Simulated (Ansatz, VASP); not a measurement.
# Two plane-wave programs on Si

```xyz
2
Lattice="0.0000 2.7348 2.7348 2.7348 0.0000 2.7348 2.7348 2.7348 0.0000" Properties=species:S:1:pos:R:3 pbc="T T T"
Si    4.1023    4.1023    4.1023
Si    2.7348    2.7348    2.7348
```

Alike in both runs: task single point; functional PBEsol; k mesh 10 × 10 × 10; occupations gaussian, width 0.02 eV; no spin polarisation.

|  | VASP | Ansatz |
| --- | --- | --- |
| version | VASP 6.6.1 | Ansatz 0.2.0 |
| potentials or method | VASP PAW PBE potentials, release 64 (Si), cutoff 520 eV | scalar-relativistic, plane waves, PAW |
| valence electrons in the cell | 8 | 8 |

```csv
,VASP,Ansatz,Ansatz less VASP
gap on the k mesh at the Fermi level (eV),0.50,0.51,+0.005
least direct gap on the mesh (eV),2.51,2.51,+0.002
pressure (GPa),-1.7,-1.8,-0.10
```

VASP's potentials were made for PBE, not for PBEsol. The functional is the same, so the differences come from potentials, cutoffs and numerics.
